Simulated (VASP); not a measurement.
# Rh: single point with PBEsol

Rh:

```
Rh
1.0
     2.60466    0.00000    0.00000
    -1.30233    2.25570    0.00000
     0.00000    0.00000    8.47970
Rh
4
Cartesian
  1.3023 0.7519 6.3598
  0.0000 0.0000 4.2399
  0.0000 1.5038 2.1199
  0.0000 0.0000 0.0000
```

```json
{
  "Program": "VASP 6.6.1",
  "Task": "single point",
  "Functional": "PBEsol",
  "Potentials or basis": "VASP PAW PBE potentials, release 64 (Rh_pv)",
  "Cutoff": "520 eV",
  "k mesh": "11 × 11 × 3",
  "Occupations": "fermi-dirac, width 0.05 eV",
  "Spin": "no spin polarisation"
}
```

```yaml
Pressure: 30.0 GPa
Band_gap_on_the_k_mesh: zero (band 30 reaches 14.43 eV, above the bottom of band 31 at 12.50 eV)
```

Levels at points of the mesh, in eV from the Fermi level:
| k point | band 27 | band 28 | band 29 | band 30 | band 31 | band 32 | band 33 | band 34 |
| --- | --- | --- | --- | --- | --- | --- | --- | --- |
| (0.00, 0.00, 0.00) | -3.08 | -1.70 | -1.70 | -1.01 | -1.01 | -0.39 | -0.39 | 0.52 |

Wall time 46 s on 1 thread of Intel(R) Xeon(R) Platinum 8259CL CPU @ 2.50GHz (Skylake/Cascade Lake), on a shared host, peak memory 0.18 GiB.

Caveat: the PAW data sets were made with another functional, which shifts forces and pressure a little.
